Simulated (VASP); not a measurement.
# SiC (P6_3mc) in VASP: a series of runs

The runs below take SiC through single point, with PBEsol.

All numbers are computed with VASP 6.6.1; they aren't measurements. Logs are shortened: lines on timing, memory, paths and dates and some standing lists are left out, and cuts for length are marked.

### 1 The cell of the first run

Symmetry: P6_3mc, No. 186, hexagonal system. The conventional cell has a = 3.107 Å, b = 3.107 Å, c = 5.037 Å, α = 90.00°, β = 90.00°, γ = 120.00°. Within 2.5 Å of Si (site symmetry 3m) lie 4 C at 1.90 Å. Within 2.5 Å of C (site symmetry 3m) lie 4 Si at 1.90 Å.

### 2 Single point, PBEsol, non-collinear spin, zero start, spin-orbit coupling

Input file INCAR:

```
SYSTEM = SiC
PREC = Accurate ; ENCUT = 600
EDIFF = 1E-6 ; ISMEAR = 0
SIGMA = 0.01 ; LREAL = .False.
LASPH = .True. ; NELM = 200
ALGO = Normal ; ISIF = 2
LWAVE = .False. ; LCHARG = .True.
LNONCOLLINEAR = .True. ; MAGMOM = 0 0 0 0 0 0 0 0 0 0 0 0
LORBIT = 11 ; LSORBIT = .True.
GGA_COMPAT = .False. ; LORBMOM = .True.
GGA = PS ; LVHAR = .True.
NBANDS = 30
```

Input file KPOINTS:

```
regular mesh
0
Gamma
  9 9 6
  0 0 0
```

Input file POSCAR:

```
SiC
1.0
    3.1067266322      0.0000000000      0.0000000000
   -1.5533633161      2.6905041860      0.0000000000
    0.0000000000      0.0000000000      5.0372832444
Si C
2 2
Direct
    0.3333333333      0.6666666667     -0.0010605392
    0.6666666667      0.3333333333      0.4989394608
    0.3333333333      0.6666666667      0.3760605392
    0.6666666667      0.3333333333      0.8760605392
```

Potentials or basis: VASP PAW PBE potentials, release 64 (Si, C).

Command:

```bash
$ cat potpaw_PBE.64/Si/POTCAR potpaw_PBE.64/C/POTCAR > POTCAR
$ mpirun -np 1 vasp_ncl > vasp.out
```

OUTCAR:

```text
SYSTEM = SiC
   PREC = Accurate
   ENCUT = 600
   EDIFF = 1E-6
   ISMEAR = 0
   LREAL = .False.
   LASPH = .True.
   NELM = 200
   ISIF = 2
   LNONCOLLINEAR = .True.
   LORBIT = 11
   LSORBIT = .True.
   GGA = PS

 ion  position               nearest neighbor table
   1  0.333  0.667  0.999-   4 1.90   4 1.90   4 1.90   3 1.90   2 3.09   2 3.09   2 3.09   2 3.09
                             2 3.09   2 3.09
   2  0.667  0.333  0.499-   3 1.90   3 1.90   3 1.90   4 1.90   1 3.09   1 3.09   1 3.09   1 3.09
                             1 3.09   1 3.09
   3  0.333  0.667  0.376-   2 1.90   2 1.90   2 1.90   1 1.90
   4  0.667  0.333  0.876-   1 1.90   1 1.90   1 1.90   2 1.90

  LATTYP: Found a hexagonal cell.
 ALAT       =     3.1067266322
 C/A-ratio  =     1.6214118076

  Lattice vectors:

 A1 = (   3.1067266322,   0.0000000000,   0.0000000000)
 A2 = (  -1.5533633161,   2.6905041860,   0.0000000000)
 A3 = (   0.0000000000,   0.0000000000,   5.0372832444)

Analysis of symmetry for initial positions (statically):
=====================================================================
 Subroutine PRICEL returns:
 Original cell was already a primitive cell.

 Routine SETGRP: Setting up the symmetry group for a
 hexagonal supercell.

 Subroutine GETGRP returns: Found 12 space group operations
 (whereof  6 operations were pure point group operations)
 out of a pool of 24 trial point group operations.

The static configuration has the point symmetry C_3v.
 The point group associated with its full space group is C_6v.

Analysis of symmetry for dynamics (positions and initial velocities):
=====================================================================
 Subroutine PRICEL returns:
 Original cell was already a primitive cell.

 Routine SETGRP: Setting up the symmetry group for a
 hexagonal supercell.

 Subroutine GETGRP returns: Found 12 space group operations
 (whereof  6 operations were pure point group operations)
 out of a pool of 24 trial point group operations.

The dynamic configuration has the point symmetry C_3v.
 The point group associated with its full space group is C_6v.

Analysis of structural, dynamic, and magnetic symmetry:
=====================================================================
 Subroutine PRICEL returns:
 Original cell was already a primitive cell.

 Routine SETGRP: Setting up the symmetry group for a
 hexagonal supercell.

 Subroutine GETGRP returns: Found 12 space group operations
 (whereof  6 operations were pure point group operations)
 out of a pool of 24 trial point group operations.

The overall configuration has the point symmetry C_3v.
 The point group associated with its full space group is C_6v.

 Subroutine INISYM returns: Found 12 space group operations
 (whereof  6 operations are pure point group operations),
 and found     1 'primitive' translations

----------------------------------------------------------------------------------------

                                     Primitive cell

  volume of cell :      42.1049

  direct lattice vectors                    reciprocal lattice vectors
     3.106726632  0.000000000  0.000000000     0.321882199  0.185838774  0.000000000
    -1.553363316  2.690504186  0.000000000     0.000000000  0.371677548  0.000000000
     0.000000000  0.000000000  5.037283244     0.000000000  0.000000000  0.198519708

  length of vectors
     3.106726632  3.106726632  5.037283244     0.371677548  0.371677548  0.198519708

  position of ions in fractional coordinates (direct lattice)
     0.333333333  0.666666667  0.998939461
     0.666666667  0.333333333  0.498939461
     0.333333333  0.666666667  0.376060539
     0.666666667  0.333333333  0.876060539

  ion indices of the primitive-cell ions
   primitive index   ion index
                 1           1
                 2           2
                 3           3
                 4           4

----------------------------------------------------------------------------------------

 KPOINTS: regular mesh

Automatic generation of k-mesh.
 Grid dimensions read from file:
 generate k-points for:    9    9    6

 Generating k-lattice:

  Cartesian coordinates                     Fractional coordinates (reciprocal lattice)
     0.035764689  0.020648753  0.000000000     0.111111111  0.000000000  0.000000000
     0.000000000  0.041297505  0.000000000     0.000000000  0.111111111  0.000000000
     0.000000000  0.000000000  0.033086618     0.000000000  0.000000000  0.166666667

  Length of vectors
     0.041297505  0.041297505  0.033086618

  Shift w.r.t. Gamma in fractional coordinates (k-lattice)
     0.000000000  0.000000000  0.000000000

 Subroutine IBZKPT returns following result:
 ===========================================

 Found     72 irreducible k-points:

 Following reciprocal coordinates:
            Coordinates               Weight
  0.000000  0.000000  0.000000      1.000000
  0.111111 -0.000000  0.000000      6.000000
  0.222222  0.000000  0.000000      6.000000
  0.333333  0.000000  0.000000      6.000000
[... 56 lines left out ...]
   IALGO  =     38    algorithm
   IMIX   =      4    mixing-type and parameters
     AMIX     =   0.40;   BMIX     =  1.00
     AMIX_MAG =   1.60;   BMIX_MAG =  1.00
  volume/ion in A,a.u.               =      10.53        71.03
  Fermi-wavevector in a.u.,A,eV,Ry     =   1.185779  2.240798 19.130772  1.406072
  Thomas-Fermi vector in A             =   2.321966
   LORBIT       =     11    0 simple, 1 ext, 2 COOP (PROOUT), +10 PAW based schemes
   GGA     = PS    functional components
   LHFCALC =     F    Hartree Fock is set to
   AEXX    =    0.0000 exact exchange contribution
   IVDW    =     0    specifies the selected vdW correction
   LEPSILON=     F    determine dielectric tensor
   LRPA    =     F    only Hartree local field effects (RPA)
 Gauss-broadening in eV      SIGMA  =   0.01
  energy-cutoff  :      600.00
  volume of cell :       42.10
 maximum number of plane-waves:      2872
 NGX is ok and might be reduce to    28
   NGX = 13   NGY = 13   NGZ = 21

 number of electron      16.0000001 magnetization       0.0000000      0.0000000      0.0000000

 number of electron      16.0000001 magnetization      -0.0000000      0.0000000      0.0000000

 number of electron      16.0000001 magnetization      -0.0000000     -0.0000000      0.0000000

 Free energy of the ion-electron system (eV)
  ---------------------------------------------------
  ext. energy  EPLUGINS =         0.00000000
  ---------------------------------------------------
  free energy    TOTEN  =       -31.81077000 eV

  energy without entropy =      -31.81077000  energy(sigma->0) =      -31.81077000

 E-fermi :   8.0402     XC(G=0): -11.4218

 val. band max:        7.9826117705   @ k =   0.0000   0.0000   0.0000
 cond. band min:      10.2131101316   @ k =   0.3333   0.3333   0.0000
 fundamental gap:      2.2304983611
 Fermi energy:         8.0401601004

 k-point     1 :       0.0000    0.0000    0.0000
  band No.  band energies     occupation
      1      -7.4412      1.00000
      2      -7.4412      1.00000
      3      -3.8134      1.00000
      4      -3.8134      1.00000
      5      -0.6136      1.00000
      6      -0.6136      1.00000
[... 733 lines left out ...]
     27      16.3008      0.00000
     28      16.3021      0.00000

 [... further k-points ...]

 [bands above 28 left out]

------------------------ aborting loop because EDIFF is reached ----------------------------------------

  FORCE on cell =-STRESS in cart. coord.  units (eV):
  Direction    XX          YY          ZZ          XY          YZ          ZX
  --------------------------------------------------------------------------------------
  -------------------------------------------------------------------------------------
  Total       -1.4666876     -1.4666876      0.0633877      0.0000000      0.0000000      0.0000000
  in kB      -55.8103995    -55.8103995      2.4120299      0.0000000      0.0000000      0.0000000
  external PRESSURE =     -36.4029230 kB  Pullay stress =       0.0000000 kB

 VOLUME and BASIS-vectors are now :
 -----------------------------------------------------------------------------
  energy-cutoff  :      600.00
  volume of cell :       42.10
      direct lattice vectors                 reciprocal lattice vectors
     3.106726632  0.000000000  0.000000000     0.321882199  0.185838774  0.000000000
    -1.553363316  2.690504186  0.000000000     0.000000000  0.371677548  0.000000000
     0.000000000  0.000000000  5.037283244     0.000000000  0.000000000  0.198519708

 POSITION                                       TOTAL-FORCE (eV/Angst)
 -----------------------------------------------------------------------------------
     -0.00000      1.79367      5.03194         0.000000      0.000000     -0.001578
      1.55336      0.89683      2.51330         0.000000     -0.000000     -0.001578
     -0.00000      1.79367      1.89432         0.000000      0.000000      0.001578
      1.55336      0.89683      4.41297        -0.000000     -0.000000      0.001578
 -----------------------------------------------------------------------------------
    total drift:                               -0.000000      0.000000      0.000479

  FREE ENERGIE OF THE ION-ELECTRON SYSTEM (eV)
  ---------------------------------------------------
  free  energy   TOTEN  =       -31.8107699975 eV

  energy  without entropy=      -31.8107699975  energy(sigma->0) =      -31.81077000

 orbital moment (x)

 # of ion     p       tot
 --------------------------------
  1         0.000   0.000
  2        -0.000  -0.000
  3         0.000   0.000
  4         0.000   0.000
 --------------------------------
            0.000   0.000

 orbital moment (y)

 # of ion     p       tot
 --------------------------------
  1        -0.000  -0.000
  2         0.000   0.000
  3         0.000   0.000
  4        -0.000  -0.000
 --------------------------------
           -0.000  -0.000

 orbital moment (z)

 # of ion     p       tot
 --------------------------------
  1         0.000   0.000
  2         0.000   0.000
  3        -0.000  -0.000
  4         0.000   0.000
 --------------------------------
           -0.000  -0.000

 Spin-Orbit-Coupling matrix elements

 Ion:    1  E_soc:     -0.0002705
 l=   1
     0.0000000    -0.0000451    -0.0000451
    -0.0000451     0.0000000    -0.0000451
    -0.0000451    -0.0000451     0.0000000
 l=   2
     0.0000000     0.0000000     0.0000000     0.0000000     0.0000000
     0.0000000     0.0000000     0.0000000     0.0000000     0.0000000
     0.0000000     0.0000000     0.0000000     0.0000000     0.0000000
     0.0000000     0.0000000     0.0000000     0.0000000     0.0000000
     0.0000000     0.0000000     0.0000000     0.0000000     0.0000000
 l=   3
     0.0000000     0.0000000     0.0000000     0.0000000     0.0000000     0.0000000     0.0000000
     0.0000000     0.0000000     0.0000000     0.0000000     0.0000000     0.0000000     0.0000000
     0.0000000     0.0000000     0.0000000     0.0000000     0.0000000     0.0000000     0.0000000
     0.0000000     0.0000000     0.0000000     0.0000000     0.0000000     0.0000000     0.0000000
[... 49 lines left out ...]
 l=   2
     0.0000000     0.0000000     0.0000000     0.0000000     0.0000000
     0.0000000     0.0000000     0.0000000     0.0000000     0.0000000
     0.0000000     0.0000000     0.0000000     0.0000000     0.0000000
     0.0000000     0.0000000     0.0000000     0.0000000     0.0000000
     0.0000000     0.0000000     0.0000000     0.0000000     0.0000000
 l=   3
     0.0000000     0.0000000     0.0000000     0.0000000     0.0000000     0.0000000     0.0000000
     0.0000000     0.0000000     0.0000000     0.0000000     0.0000000     0.0000000     0.0000000
     0.0000000     0.0000000     0.0000000     0.0000000     0.0000000     0.0000000     0.0000000
     0.0000000     0.0000000     0.0000000     0.0000000     0.0000000     0.0000000     0.0000000
     0.0000000     0.0000000     0.0000000     0.0000000     0.0000000     0.0000000     0.0000000
     0.0000000     0.0000000     0.0000000     0.0000000     0.0000000     0.0000000     0.0000000
     0.0000000     0.0000000     0.0000000     0.0000000     0.0000000     0.0000000     0.0000000

 total charge

# of ion       s       p       d       tot
------------------------------------------
    1        0.708   0.955   0.000   1.663
    2        0.708   0.955   0.000   1.663
    3        0.829   1.686   0.000   2.515
    4        0.829   1.686   0.000   2.515
--------------------------------------------------
tot          3.074   5.282   0.000   8.356

 magnetization (x)

# of ion       s       p       d       tot
------------------------------------------
    1       -0.000   0.000   0.000  -0.000
    2       -0.000   0.000   0.000  -0.000
    3       -0.000   0.000   0.000  -0.000
    4        0.000   0.000   0.000   0.000
--------------------------------------------------
tot         -0.000   0.000   0.000   0.000

 magnetization (y)

# of ion       s       p       d       tot
------------------------------------------
    1       -0.000  -0.000   0.000  -0.000
    2        0.000   0.000   0.000   0.000
    3       -0.000   0.000   0.000  -0.000
    4        0.000   0.000   0.000   0.000
--------------------------------------------------
tot         -0.000   0.000   0.000  -0.000

 magnetization (z)

# of ion       s       p       d       tot
------------------------------------------
    1       -0.000   0.000   0.000   0.000
    2       -0.000  -0.000   0.000  -0.000
    3       -0.000  -0.000   0.000  -0.000
    4        0.000   0.000   0.000   0.000
--------------------------------------------------
tot         -0.000   0.000   0.000  -0.000
```

It took 3.2 min on 1 thread of Oxide Virtual Turin-like, shared host; peak memory 0.35 GiB.

Results:

* Free energy: -31.8108 eV
* Pressure: -3.6 GPa
* Net moment: 0.00 μB per cell
* Valence electrons inside the program's atomic spheres: Si 1.66; C 2.52

Stress tensor (GPa, compression positive):
```
-5.58  0.00  0.00
 0.00 -5.58  0.00
 0.00  0.00  0.24
```

Moments on the atoms (μB; x, y, z):
```
Si  0.00 0.00 0.00
Si  0.00 0.00 0.00
C   0.00 0.00 0.00
C   0.00 0.00 0.00
```

Caveat: the stress differs along the axes, from -6 to 0 GPa; the PAW data sets were made with another functional, which shifts forces and pressure a little.

(Continued in part 2 of 2.)
